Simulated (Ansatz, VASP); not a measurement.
# Two plane-wave programs on PbF2

File INCAR:

```
  PREC = Accurate
  ENCUT = 600
  EDIFF = 1E-6
  ISMEAR = -5
  SIGMA = 0.1
  LREAL = False
  LASPH = True
  NELM = 120
  ALGO = Normal
  ISIF = 2
  LWAVE = False
  LCHARG = False
  GGA = PE
  NBANDS = 21
  GGA_COMPAT = False
```

KPOINTS

```
regular mesh
0
Gamma
  6 6 6
```

The input POSCAR:

```
PbF2
1.0
    0.0000000000      2.9604388884      2.9604388884
    2.9604388884      0.0000000000      2.9604388884
    2.9604388884      2.9604388884      0.0000000000
Pb F
1 2
Direct
    0.0000000000      0.0000000000      0.0000000000
    0.2500000000      0.2500000000      0.2500000000
    0.7500000000      0.7500000000      0.7500000000
```

Input for Ansatz:

```yaml
crystal:
  lattice:
    - [0.0, 2.9604388884, 2.9604388884]
    - [2.9604388884, 0.0, 2.9604388884]
    - [2.9604388884, 2.9604388884, 0.0]
  atoms:
    - { symbol: Pb, position: [0.0, 0.0, 0.0] }
    - { symbol: F, position: [0.25, 0.25, 0.25] }
    - { symbol: F, position: [0.75, 0.75, 0.75] }
kpoints:
  mp_grid: { grid: [6, 6, 6] }
hamiltonian:
  xc: pbe
scf:
  occupations: { method: tetrahedron }
  n_extra_bands: 4
output:
  forces: true
  stress: true
  eigenvalues: true
```

Alike in both runs: task single point; functional PBE; k mesh 6 × 6 × 6; occupations tetrahedron; no spin polarisation.

```csv
,VASP,Ansatz
version,VASP 6.6.1,Ansatz 0.2.0
potentials or method,"VASP PAW PBE potentials, release 64 (Pb_d, F)",plane waves
plane-wave cutoff (eV),600,420
valence electrons in the cell,28,28
```

```csv
,VASP,Ansatz,Ansatz less VASP
gap on the k mesh at the Fermi level (eV),4.44,4.44,+0.003
pressure (GPa),2.7,2.9,+0.25
```

The functional is the same, so the differences come from potentials, cutoffs and numerics. Ansatz's warnings: band table not solved further, tetrahedron derivatives may miss energy slope.

Neither program's run includes spin-orbit coupling.
